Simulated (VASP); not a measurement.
Set up this calculation in VASP 6.6.1, as the native input.

```yaml
Task: single point
Functional: PBE
Potentials_or_basis: VASP PAW PBE potentials, release 64 (Li_sv, F)
Cutoff: 520 eV
k_mesh: 10 × 10 × 10
Occupations: gaussian, width 0.05 eV
Spin: no spin polarisation
Dipole_correction: no
Further_INCAR_settings: ALGO = Normal; EDIFF = 1e-07; NBANDS = 12
```

The structure of LiF lies in POSCAR:

```
LiF
1.0
    0.0000000000      2.0140000000      2.0140000000
    2.0140000000      0.0000000000      2.0140000000
    2.0140000000      2.0140000000      0.0000000000
Li F
1 1
Direct
   -0.0465491559     -0.0465491559      0.0465491559
    0.5000000000      0.5000000000      0.5000000000
```

This cell differs from its parent crystal: all Li atoms moved +0.188 Å, as atom 1 towards its neighbour atom 2 (F) at 2.014 Å.

These files were run (other wordings do the same):

INCAR

```
SYSTEM = LiF
PREC = Accurate ; ENCUT = 520
EDIFF = 1E-7 ; ISMEAR = 0
SIGMA = 0.05 ; LREAL = .False.
LASPH = .True. ; NELM = 60
ALGO = Normal ; ISIF = 2
LWAVE = .False. ; LCHARG = .True.
GGA = PE ; LELF = .True.
LVHAR = .True. ; NBANDS = 12
```

KPOINTS

```
regular mesh
0
Gamma
  10 10 10
  0 0 0
```

Potentials or basis: VASP PAW PBE potentials, release 64 (Li_sv, F).

Launch:

```bash
$ cat potpaw_PBE.64/Li_sv/POTCAR potpaw_PBE.64/F/POTCAR > POTCAR
$ mpirun -np 1 vasp_std > vasp.out
```

Results of the run:

| Item | Value |
| --- | --- |
| Largest force | 0.429 eV/Å |
| Band gap on the k mesh | 9.04 eV, direct |

Caveat: the cell differs from its parent crystal (all Li atoms moved +0.188 Å, as atom 1 towards its neighbour atom 2 (F) at 2.014 Å).

Wall time 8 s on 1 thread of Intel(R) Xeon(R) 6975P-C (Granite Rapids), on a shared host, peak memory 0.14 GiB.
